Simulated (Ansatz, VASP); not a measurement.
Si5Ge2: VASP beside Ansatz

```
Si Ge
1.0
     6.15580    0.00000    0.00000
    -3.07790    5.33107    0.00000
     0.00000    0.00000    5.09231
Si Ge
5 2
Direct
  0.33333 0.66667 0.00000
  0.66667 0.33333 0.00000
  0.22183 0.00000 0.50000
  0.00000 0.22183 0.50000
  0.77817 0.77817 0.50000
  0.33333 0.66667 0.50000
  0.66667 0.33333 0.50000
```

Alike in both runs: functional PBE; k mesh 3 × 3 × 4; occupations gaussian, width 0.2 eV; no spin polarisation.

Ansatz relaxed the structure, and its values are those at the end. VASP's run is a single point on that final structure, the one shown.

|  | VASP | Ansatz |
| --- | --- | --- |
| version | VASP 6.6.1 | Ansatz 0.2.0 |
| potentials or method | VASP PAW PBE potentials, release 64 (Si, Ge_d), cutoff 500 eV | scalar-relativistic, plane waves, PAW |
| valence electrons in the cell | 48 | 48 |

|  | VASP | Ansatz | Ansatz less VASP |
| --- | --- | --- | --- |
| gap on the k mesh at the Fermi level (eV) | none | none | - |
| pressure (GPa) | -0.1 | -0.1 | +0.04 |

A gap of «none» marks a metal or a gap that the smearing closes.

The k mesh is coarse, so the values compare programs but aren't converged.
